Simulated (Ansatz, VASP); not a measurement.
## One calculation of HfSeS4, two programs

```
Hf Se S
1.0
     4.18680    0.00000    0.00000
     0.00000    4.18680    0.00000
     0.00000    0.00000    7.35857
Hf Se S
1 1 4
Direct
  0.00000 0.00000 0.00000
  0.50000 0.50000 0.50000
  0.50000 0.00000 0.00000
  0.00000 0.50000 0.00000
  0.00000 0.00000 0.27370
  0.00000 0.00000 0.72630
```

Change from the starting cell: species swapped into the AlTlF4 type (P4/mmm, No. 123).

Alike in both runs: task relaxation of cell and atoms; functional PBE; k mesh 4 × 4 × 4; occupations gaussian, width 0.1 eV; no spin polarisation.

```csv
,VASP,Ansatz
version,VASP 6.6.1,Ansatz 0.2.0
potentials or method,"VASP PAW PBE potentials, release 64 (Hf_pv, Se, S), cutoff 600 eV","scalar-relativistic, plane waves, PAW"
valence electrons in the cell,40,66
```

|  | VASP | Ansatz | Ansatz less VASP |
| --- | --- | --- | --- |
| gap on the k mesh at the Fermi level, each at its own relaxed structure (eV) | none | none | - |
| relaxed volume (Å³/atom) | 27.82 | 27.85 | +0.025 |
| relaxed cell length with the largest relative difference (Å) | 7.186 | 7.215 | +0.0286 |

A gap of «none» marks a metal or a gap that the smearing closes. VASP's potentials hold 40 valence electrons a cell and Ansatz's 66, so a difference there can come from the potentials and not from the codes.

The k mesh is coarse, so the values compare programs but aren't converged. Spin-orbit coupling is off throughout. Noted on VASP's run: the volume moved by over 15 % at a fixed basis, so the end points are rough.
